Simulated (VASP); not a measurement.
# Os (Im-3m) in VASP: further runs

Os is run at these levels: RPBE; tasks: single point.

Everything below comes from runs of VASP 6.6.1. Logs are shortened: lines on timing, memory, paths and dates and some standing lists are left out, and cuts for length are marked.

### Step 1. The cell of the first run

It takes space group Im-3m (No. 229, cubic). Conventional cell: a = 3.104 Å, b = 3.104 Å, c = 3.104 Å, α = 90.00°, β = 90.00°, γ = 90.00°. Within 3.5 Å of Os (site symmetry m-3m) lie 14 Os at 2.69 to 3.10 Å.

This isn't the form of Os at room conditions, which is hcp.

### Step 2. Single point, RPBE

INCAR reads:

```
SYSTEM = Os
PREC = Accurate ; ENCUT = 520
EDIFF = 1E-6 ; ISMEAR = -1
SIGMA = 0.1 ; LREAL = .FALSE.
LASPH = .TRUE. ; NELM = 100
ALGO = Normal ; ISIF = 2
LWAVE = .FALSE. ; LCHARG = .FALSE.
GGA = RP ; NBANDS = 10
```

KPOINTS reads:

```
regular mesh
0
G
  14 14 14
  0 0 0
```

POSCAR reads:

```
Os
1.0
   -1.5520088194      1.5520088194      1.5520088194
    1.5520088194     -1.5520088194      1.5520088194
    1.5520088194      1.5520088194     -1.5520088194
Os
1
Direct
    0.0000000000      0.0000000000      0.0000000000
```

Potentials or basis: VASP PAW PBE potentials, release 64 (Os).

On the command line:

```bash
$ cat potpaw_PBE.64/Os/POTCAR > POTCAR
$ mpirun -np 1 vasp_std > vasp.out
```

OUTCAR:

```text
SYSTEM = Os
   PREC = Accurate
   ENCUT = 520
   EDIFF = 1E-6
   ISMEAR = -1
   LREAL = .FALSE.
   LASPH = .TRUE.
   NELM = 100
   ISIF = 2
   GGA = RP

 ion  position               nearest neighbor table
   1  0.000  0.000  0.000-

  LATTYP: Found a body centered cubic cell.
 ALAT       =     3.1040176388

  Lattice vectors:

 A1 = (  -1.5520088194,   1.5520088194,   1.5520088194)
 A2 = (   1.5520088194,  -1.5520088194,   1.5520088194)
 A3 = (   1.5520088194,   1.5520088194,  -1.5520088194)

Analysis of symmetry for initial positions (statically):
=====================================================================
 Subroutine PRICEL returns:
 Original cell was already a primitive cell.

 Routine SETGRP: Setting up the symmetry group for a
 body centered cubic supercell.

 Subroutine GETGRP returns: Found 48 space group operations
 (whereof 48 operations were pure point group operations)
 out of a pool of 48 trial point group operations.

The static configuration has the point symmetry O_h .

Analysis of symmetry for dynamics (positions and initial velocities):
=====================================================================
 Subroutine PRICEL returns:
 Original cell was already a primitive cell.

 Routine SETGRP: Setting up the symmetry group for a
 body centered cubic supercell.

 Subroutine GETGRP returns: Found 48 space group operations
 (whereof 48 operations were pure point group operations)
 out of a pool of 48 trial point group operations.

The dynamic configuration has the point symmetry O_h .

 Subroutine INISYM returns: Found 48 space group operations
 (whereof 48 operations are pure point group operations),
 and found     1 'primitive' translations

----------------------------------------------------------------------------------------

                                     Primitive cell

  volume of cell :      14.9535

  direct lattice vectors                    reciprocal lattice vectors
    -1.552008819  1.552008819  1.552008819     0.000000000  0.322163118  0.322163118
     1.552008819 -1.552008819  1.552008819     0.322163118  0.000000000  0.322163118
     1.552008819  1.552008819 -1.552008819     0.322163118  0.322163118  0.000000000

  length of vectors
     2.688158129  2.688158129  2.688158129     0.455607450  0.455607450  0.455607450

  position of ions in fractional coordinates (direct lattice)
     0.000000000  0.000000000  0.000000000

  ion indices of the primitive-cell ions
   primitive index   ion index
                 1           1

----------------------------------------------------------------------------------------

 KPOINTS: regular mesh

Automatic generation of k-mesh.
 Grid dimensions read from file:
 generate k-points for:   14   14   14

 Generating k-lattice:

  Cartesian coordinates                     Fractional coordinates (reciprocal lattice)
     0.000000000  0.023011651  0.023011651     0.071428571  0.000000000  0.000000000
     0.023011651  0.000000000  0.023011651     0.000000000  0.071428571  0.000000000
     0.023011651  0.023011651  0.000000000     0.000000000  0.000000000  0.071428571

  Length of vectors
     0.032543389  0.032543389  0.032543389

  Shift w.r.t. Gamma in fractional coordinates (k-lattice)
     0.000000000  0.000000000  0.000000000

 Subroutine IBZKPT returns following result:
 ===========================================

 Found    104 irreducible k-points:

 Following reciprocal coordinates:
            Coordinates               Weight
  0.000000  0.000000  0.000000      1.000000
  0.071429  0.000000  0.000000     12.000000
  0.142857  0.000000  0.000000     12.000000
  0.214286  0.000000  0.000000     12.000000
  0.285714  0.000000  0.000000     12.000000
  0.357143  0.000000  0.000000     12.000000
[... 16 lines left out ...]
  0.285714  0.285714  0.000000     24.000000
  0.357143  0.285714  0.000000     24.000000
 [... further k-points ...]
   k-points           NKPTS =    104   k-points in BZ     NKDIM =    104   number of bands    NBANDS=     10
   number of dos      NEDOS =    301   number of ions     NIONS =      1
   total plane-waves  NPLWV =   8000
   dimension x,y,z NGX =    20 NGY =   20 NGZ =   20
   dimension x,y,z NGXF=    40 NGYF=   40 NGZF=   40
   ions per type =               1
   NGX,Y,Z   is equivalent  to a cutoff of  12.37, 12.37, 12.37 a.u.
   NGXF,Y,Z  is equivalent  to a cutoff of  24.74, 24.74, 24.74 a.u.
 SYSTEM =  Os
   PREC   = accura    normal or accurate (medium, high low for compatibility)
   ISTART =      0    job   : 0-new  1-cont  2-samecut
   ICHARG =      2    charge: 1-file 2-atom 10-const
   ISPIN  =      1    spin polarized calculation?
   LNONCOLLINEAR =      F non collinear calculations
   LSORBIT =      F    spin-orbit coupling
   LASPH  =      T    aspherical Exc in radial PAW
   ENCUT  =  520.0 eV  38.22 Ry    6.18 a.u.   5.00  5.00  5.00*2*pi/ulx,y,z
   NELM   =    100;   NELMIN=  2; NELMDL= -5     # of ELM steps
   EDIFF  = 0.1E-05   stopping-criterion for ELM
   LREAL  =      F    real-space projection
   EDIFFG = 0.1E-04   stopping-criterion for IOM
   NSW    =      0    number of steps for IOM
   IBRION =     -1    ionic relax: 0-MD 1-quasi-New 2-CG
   NFREE  =      0    steps in history (QN), initial steepest desc. (CG)
   ISIF   =      2    stress and relaxation
   ISYM   =      2    0-nonsym 1-usesym 2-fastsym
   POTIM  = 0.5000    time-step for ionic-motion
   TEBEG  =    0.0;   TEEND  =   0.0 temperature during run
   PSTRESS=    0.0 pullay stress
   NELECT =       8.0000    total number of electrons
   NUPDOWN=      -1.0000    fix difference up-down
   EMIN   =  10.00;   EMAX   =-10.00  energy-range for DOS
   EFERMI =   0.00;   METHOD = LEGACY
   ISMEAR =    -1;   SIGMA  =   0.10  broadening in eV -4-tet -1-fermi 0-gaus
   EFERMI_NEDOS =   21; number of points for ismear=-14 and -15
   IALGO  =     38    algorithm
   IMIX   =      4    mixing-type and parameters
     AMIX     =   0.40;   BMIX     =  1.00
     AMIX_MAG =   1.60;   BMIX_MAG =  1.00
  volume/ion in A,a.u.               =      14.95       100.91
  Fermi-wavevector in a.u.,A,eV,Ry     =   1.328997  2.511440 24.031057  1.766233
  Thomas-Fermi vector in A             =   2.458192
   LORBIT       =      0    0 simple, 1 ext, 2 COOP (PROOUT), +10 PAW based schemes
   GGA     = RP    functional components
   LHFCALC =     F    Hartree Fock is set to
   AEXX    =    0.0000 exact exchange contribution
   IVDW    =     0    specifies the selected vdW correction
   LEPSILON=     F    determine dielectric tensor
   LRPA    =     F    only Hartree local field effects (RPA)
 non-spin polarized calculation
  energy-cutoff  :      520.00
  volume of cell :       14.95
 maximum number of plane-waves:       418
   NGX =  9   NGY =  9   NGZ =  9

 number of electron       7.9999998 magnetization

 Free energy of the ion-electron system (eV)
  ---------------------------------------------------
  ext. energy  EPLUGINS =         0.00000000
  ---------------------------------------------------
  free energy    TOTEN  =        -9.75134029 eV

  energy without entropy =       -9.70110014  energy(sigma->0) =       -9.72622021

 E-fermi :   8.8301     XC(G=0): -13.6274

 val. band max:        8.8160233752   @ k =   0.1429   0.0000   0.0000
 cond. band min:       8.8327506859   @ k =   0.0714   0.0714   0.0000
 fundamental gap:      0.0167273106
 Fermi energy:         8.8301256828

 k-point     1 :       0.0000    0.0000    0.0000
  band No.  band energies     occupation
      1      -1.7618      2.00000
      2       5.6380      2.00000
      3       5.6380      2.00000
      4       5.6380      2.00000
      5       8.7767      1.26087
      6       8.7767      1.26087
      7      24.9933      0.00000
      8      24.9933      0.00000
      9      24.9933      0.00000
     10      36.4106      0.00000

 k-point     2 :       0.0714    0.0000    0.0000
  band No.  band energies     occupation
      1      -1.5272      2.00000
      2       5.5201      2.00000
      3       5.6241      2.00000
      4       5.8538      2.00000
      5       8.6123      1.79654
      6       8.7842      1.22550
      7      25.1483      0.00000
      8      25.3766      0.00000
      9      25.3874      0.00000
     10      34.2607      0.00000

 k-point     3 :       0.1429    0.0000    0.0000
  band No.  band energies     occupation
      1      -0.8626      2.00000
      2       5.2048      2.00000
      3       5.5439      2.00000
      4       6.4879      2.00000
      5       8.3043      1.98965
      6       8.8160      1.07039
      7      25.3834      0.00000
      8      26.1069      0.00000
      9      26.4803      0.00000
     10      32.1213      0.00000

 k-point     4 :       0.2143    0.0000    0.0000
  band No.  band energies     occupation
      1       0.0859      2.00000
      2       4.7821      2.00000
      3       5.4009      2.00000
      4       7.4953      2.00000
      5       8.1815      1.99696
      6       8.8904      0.70722
      7      24.9860      0.00000
      8      25.6074      0.00000
      9      28.1855      0.00000
     10      31.5312      0.00000
[... 222 lines left out ...]
 k-point    22 :       0.3571    0.2143   -0.0000
  band No.  band energies     occupation
      1       2.6184      2.00000
      2       4.0395      2.00000
      3       5.7978      2.00000
      4       8.6063      1.80731
      5       9.6657      0.00047
      6      14.7827      0.00000
      7      16.6635      0.00000
      8      21.0655      0.00000
      9      24.9335      0.00000
     10      31.7610      0.00000

 k-point    23 :       0.2857    0.2857    0.0000
  band No.  band energies     occupation
      1       2.9430      2.00000
      2       4.2317      2.00000
      3       5.2017      2.00000
      4       8.7385      1.42841
      5       9.4487      0.00411
      6      15.1087      0.00000
      7      16.9865      0.00000
      8      20.4083      0.00000
      9      25.5330      0.00000
     10      30.8517      0.00000

 k-point    24 :       0.3571    0.2857    0.0000
  band No.  band energies     occupation
      1       3.0156      2.00000
      2       4.3788      2.00000
      3       5.1065      2.00000
      4       8.9509      0.46019
      5       9.4354      0.00469
      6      15.7573      0.00000
      7      16.8736      0.00000
      8      19.2560      0.00000
      9      25.8058      0.00000
     10      31.4716      0.00000

 [... further k-points ...]

------------------------ aborting loop because EDIFF is reached ----------------------------------------

  FORCE on cell =-STRESS in cart. coord.  units (eV):
  Direction    XX          YY          ZZ          XY          YZ          ZX
  --------------------------------------------------------------------------------------
  -------------------------------------------------------------------------------------
  Total       -0.0160042     -0.0160042     -0.0160042     -0.0000000      0.0000000     -0.0000000
  in kB       -1.7147561     -1.7147561     -1.7147561     -0.0000000      0.0000000     -0.0000000
  external PRESSURE =      -1.7147561 kB  Pullay stress =       0.0000000 kB

 VOLUME and BASIS-vectors are now :
 -----------------------------------------------------------------------------
  energy-cutoff  :      520.00
  volume of cell :       14.95
      direct lattice vectors                 reciprocal lattice vectors
    -1.552008819  1.552008819  1.552008819     0.000000000  0.322163118  0.322163118
     1.552008819 -1.552008819  1.552008819     0.322163118  0.000000000  0.322163118
     1.552008819  1.552008819 -1.552008819     0.322163118  0.322163118  0.000000000

 POSITION                                       TOTAL-FORCE (eV/Angst)
 -----------------------------------------------------------------------------------
      0.00000      0.00000      0.00000        -0.000000      0.000000     -0.000000
 -----------------------------------------------------------------------------------
    total drift:                                0.000000     -0.000000      0.000000

  FREE ENERGIE OF THE ION-ELECTRON SYSTEM (eV)
  ---------------------------------------------------
  free  energy   TOTEN  =        -9.7513402860 eV

  energy  without entropy=       -9.7011001361  energy(sigma->0) =       -9.72622021
```

It took 18 s on 1 thread of Intel Xeon 8259CL, shared host; peak memory 0.14 GiB.

What came out:

```yaml
Free_energy: -9.7513 eV
Pressure: -0.2 GPa
Band_gap_on_the_k_mesh: zero (bands 4 and 5 overlap by 4.16 eV)
```

Levels at points of the mesh, in eV from the Fermi level:
```
           k point  band 1  band 2  band 3  band 4  band 5  band 6  band 7  band 8
(0.00, 0.00, 0.00)  -10.59   -3.19   -3.19   -3.19   -0.05   -0.05   16.16   16.16
(0.50, 0.00, 0.00)   -7.41   -5.16   -0.20   -0.19    0.54    3.06    8.59   12.41
(0.50, 0.50, 0.50)   -6.97   -6.97    2.28    2.28    2.28    7.73    7.73    7.73
```

Caveat: the PAW data sets were made with another functional, which shifts forces and pressure a little; spin-orbit coupling is left out, which moves the levels of the heavy elements.

[end of part 1 of 2]
